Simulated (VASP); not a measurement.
A run of VASP 6.6.1:

The input INCAR:

```
SYSTEM = SbAs
PREC = Accurate ; ENCUT = 520
EDIFF = 1E-7 ; ISMEAR = -1
SIGMA = 0.05 ; LREAL = .False.
LASPH = .True. ; NELM = 80
ALGO = Normal ; ISIF = 2
LWAVE = .False. ; LCHARG = .False.
GGA = PS ; NBANDS = 12
```

The input KPOINTS:

```
Automatic mesh
0
Gamma
  6 6 6
  0 0 0
```

File POSCAR:

```
SbAs
1.0
    2.0121801315      1.1617327652      3.6790500796
   -2.0121801315      1.1617327652      3.6790500796
    0.0000000000     -2.3234655304      3.6790500796
Sb As
1 1
Direct
    0.2290980000      0.2290980000      0.2290980000
    0.7709000000      0.7709000000      0.7709000000
```

Potentials or basis: VASP PAW PBE potentials, release 64 (Sb, As).

Command:

```sh
$ cat potpaw_PBE.64/Sb/POTCAR potpaw_PBE.64/As/POTCAR > POTCAR
$ mpirun -np 1 vasp_std > vasp.out
```

Hardware: 1 thread of AMD EPYC 7R43 64-Core Processor (Zen 3) (shared host).

Task: Estimate the wall time of this run.

Result: It took 39 s on 1 thread of AMD EPYC 7R43 64-Core Processor (Zen 3), with other jobs on the host, peak memory 0.14 GiB. Counts: scf iterations 13, k points 32.
